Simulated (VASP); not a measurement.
A run of VASP 6.6.1 is set up as follows.

The input INCAR:

```
PREC     = Accurate       # precision mode
ENCUT    = 600            # plane-wave cutoff, eV
EDIFF    = 1E-6           # SCF threshold, eV
ISMEAR   = 0              # smearing method
SIGMA    = 0.01           # smearing width, eV
LREAL    = False          # projectors in reciprocal space
LASPH    = True           # aspherical terms in the spheres
NELM     = 100            # most SCF steps
ALGO     = Normal         # electronic algorithm
ISIF     = 3              # what is computed and relaxed
LWAVE    = False          # write WAVECAR
LCHARG   = False          # write CHGCAR
GGA      = RE             # functional
IVDW     = 12             # dispersion correction
IBRION   = 2              # ionic algorithm
NSW      = 80             # ionic steps
EDIFFG   = -0.005         # ionic threshold
```

File KPOINTS:

```
Automatic mesh
0
Gamma
  6 6 6
```

POSCAR

```
ZnSe
1.0
    0.0000000000      2.8338000000      2.8338000000
    2.8338000000      0.0000000000      2.8338000000
    2.8338000000      2.8338000000      0.0000000000
Zn Se
1 1
Direct
    0.0000000000      0.0000000000      0.0000000000
    0.2500000000      0.2500000000      0.2500000000
```

Potentials or basis: VASP PAW PBE potentials, release 64 (Zn, Se).

Run with:

```bash
$ cat potpaw_PBE.64/Zn/POTCAR potpaw_PBE.64/Se/POTCAR > POTCAR
$ mpirun -np 1 vasp_std > vasp.out
```

Question: Estimate the band gap on the k mesh.

Answer: 1.48 eV.

Question: What does it give for the relaxed cell?

Answer: a = 3.985 Å, b = 3.985 Å, c = 3.985 Å, α = 60.00°, β = 60.00°, γ = 60.00°.

Question: Estimate the dispersion energy per atom.

Answer: -0.639 eV.

Final structure:
```
Zn Se
1.0
     0.00000    2.81763    2.81763
     2.81763    0.00000    2.81763
     2.81763    2.81763    0.00000
Zn Se
1 1
Cartesian
  0.0000 0.0000 0.0000
  1.4088 1.4088 1.4088
```

Caveat: the PAW data sets were made with another functional, which shifts forces and pressure a little. revPBE gaps usually lie below the measured ones, often by a third to a half.
